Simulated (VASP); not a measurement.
A run of VASP 6.6.1 is set up as follows.

The input INCAR:

```
SYSTEM = Mg15F32
ALGO = Normal ; EDIFF = 1E-6
ENCUT = 520 ; GGA = PE
GGA_COMPAT = .FALSE. ; ISIF = 2
ISMEAR = 0 ; ISPIN = 2
KPAR = 2 ; LASPH = .TRUE.
LCHARG = .FALSE. ; LORBIT = 11
LREAL = Auto ; LWAVE = .FALSE.
MAGMOM = 0 0 0 0 0 0 0 0 0 0 0 0 0 0 0 0.333 0 0 0.333 0 0 0 0 0.333 0 0 0 0 0 0 0 0.333 0.333 0 0 0 0 0 0 0.333 0 0 0 0 0 0 0 ; NBANDS = 160
NCORE = 2 ; NELM = 200
PREC = Accurate ; SIGMA = 0.01
```

KPOINTS

```
Automatic mesh
0
Gamma
  2 2 2
  0.5 0.5 0.5
```

Contents of POSCAR:

```
Mg15F32
1.0
   -4.6975810614     -4.6975810614      6.1859837852
   -4.6975810614      4.6975810614     -6.1859837852
    4.6975810614     -4.6975810614     -6.1859837852
Mg F
15 32
Direct
    0.0000000000      0.1275637658      0.6275637658
    0.0000000000      0.8750000000      0.3750000000
    0.0000000000      0.6224362342      0.1224362342
    0.5000000000      0.3750000000      0.3750000000
    0.5000000000      0.1250000000      0.1250000000
    0.5000000000      0.8750000000      0.8750000000
    0.5000000000      0.6250000000      0.6250000000
    0.0000000000      0.4986334074      0.5014314443
    0.0000000000      0.2513665926      0.2485685557
    1.0000000000      1.0014314443     -0.0013665926
    1.0000000000      0.7485685557      0.7513665926
    0.5062659486      0.5044743440      0.0044743440
    0.4937340514      0.2455256560      0.7455256560
    0.4937340514      0.9982083953      0.4982083953
    0.5062659486      0.7517916047      0.2517916047
    0.7866326199      0.1291548539      0.6291548539
    0.8051668834      0.9021187381      0.4021187381
    0.8051668834      0.6530481453      0.1530481453
    0.7866326199      0.4074777660      0.9074777660
    0.3040263256      0.1523228344      0.1513477067
    0.3040263256      0.9017034912      0.9026786190
    0.3040263256      0.6513477067      0.6523228344
    0.3040263256      0.4026786190      0.4017034912
    0.0000000000      0.2207770700      0.0292229300
    0.0000000000      0.9713460778      0.7761279409
    0.0000000000      0.7235057436      0.5264942564
    0.0000000000      0.4738720591      0.2786539222
    0.4946480559      0.2210666730      0.5235813829
    0.5000000000      0.9738421970      0.2761578030
    0.5053519441      0.7264186171      0.0289333270
    0.5000000000      0.4738421970      0.7761578030
    0.2133673801      0.6208451461      0.1208451461
    0.2133673801      0.3425222340      0.8425222340
    0.1948331166      0.0969518547      0.5969518547
    0.1948331166      0.8478812619      0.3478812619
    0.6959736744      0.5976771656      0.5986522933
    0.6959736744      0.3473213810      0.3482965088
    0.6959736744      0.0986522933      0.0976771656
    0.6959736744      0.8482965088      0.8473213810
    0.0000000000      0.5292229300      0.7207770700
    0.0000000000      0.2761279409      0.4713460778
    0.0000000000      0.0264942564      0.2235057436
    0.0000000000      0.7786539222      0.9738720591
    0.5053519441      0.5289333270      0.2264186171
    0.5000000000      0.2761578030      0.9738421970
    0.4946480559      0.0235813829      0.7210666730
    0.5000000000      0.7761578030      0.4738421970
```

Potentials or basis: VASP PAW PBE potentials, release 64 (Mg, F).

Command:

```sh
$ cat potpaw_PBE.64/Mg/POTCAR potpaw_PBE.64/F/POTCAR > POTCAR
$ mpirun -np 4 vasp_std > vasp.out
```

(1) Predict the net moment.

(2) Estimate the largest force.

## Answers

(1) -0.10 μB per cell.

(2) 0.131 eV/Å.

Caveat: the cell differs from its parent crystal (atoms taken out, then relaxed in part).
